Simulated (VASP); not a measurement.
Runs of VASP 6.6.1 on Mg. The structure is that of space group P6_3/mmc (No. 194), or close to it. The cells are those of the table. 

| task | level | cell | k mesh | cutoff (eV) | gap on the mesh (eV) | pressure (GPa) |
| --- | --- | --- | --- | --- | --- | --- |
| single point | PBE | a = 3.210, b = 3.210, c = 5.138 Å, angles 90.0, 90.0, 120.0°, 2 atoms | 15 × 15 × 8 | 520 | none | -0.1 |
| relaxation of shape and atoms at fixed volume | PBE | relaxed from a = 3.240, b = 3.240, c = 5.195 Å, angles 90.0, 90.0, 120.0°, 2 atoms | 18 × 18 × 8 | 600 | none | -1.1 |
| single point | PBE | a = 3.209, b = 3.209, c = 5.210 Å, angles 90.0, 90.0, 120.0°, 2 atoms | 15 × 15 × 8 | 520 | none | -0.6 |
| single point | PBE | a = 3.240, b = 3.240, c = 5.195 Å, angles 90.0, 90.0, 120.0°, 2 atoms | 18 × 18 × 8, shifted | 520 | none | -1.1 |
| single point | PBE | a = 3.209, b = 3.209, c = 5.210 Å, angles 90.0, 90.0, 120.0°, 2 atoms | 6 × 6 × 4 | 520 | none | -0.5 |
| relaxation of cell and atoms | PBE | relaxed from a = 3.209, b = 3.209, c = 5.210 Å, angles 90.0, 90.0, 120.0°, 2 atoms | 15 × 15 × 8 | 600 | none | 0.0 |
| single point | r2SCAN | a = 3.208, b = 3.208, c = 5.144 Å, angles 90.0, 90.0, 120.0°, 2 atoms | 18 × 18 × 8 | 520 | none | (b) |
| relaxation of shape and atoms at fixed volume | PBE | relaxed from a = 3.271, b = 3.271, c = 5.245 Å, angles 90.0, 90.0, 120.0°, 2 atoms | 18 × 18 × 8 | 600 | none | -2.0 |
| single point | PBEsol | a = 3.208, b = 3.208, c = 5.144 Å, angles 90.0, 90.0, 120.0°, 2 atoms | 18 × 18 × 8 | 520 | none | (a) |
| relaxation of shape and atoms at fixed volume | PBE | relaxed from a = 3.176, b = 3.176, c = 5.092 Å, angles 90.0, 90.0, 120.0°, 2 atoms | 18 × 18 × 8 | 600 | none | 1.0 |

Alike in all rows: potentials or basis VASP PAW PBE potentials, release 64 (Mg); no spin polarisation; smearing gaussian 0.1 eV.

**Question.** Fill in the values left out.

**Answer.** (a) -0.7; (b) -0.9.

Caveats: some runs use coarse meshes; the relaxation stopped at its first step, so nothing moved (some runs); the PAW data sets were made with another functional, which shifts forces and pressure a little (some runs).

A gap of «none» marks levels without a gap at the run's occupations.
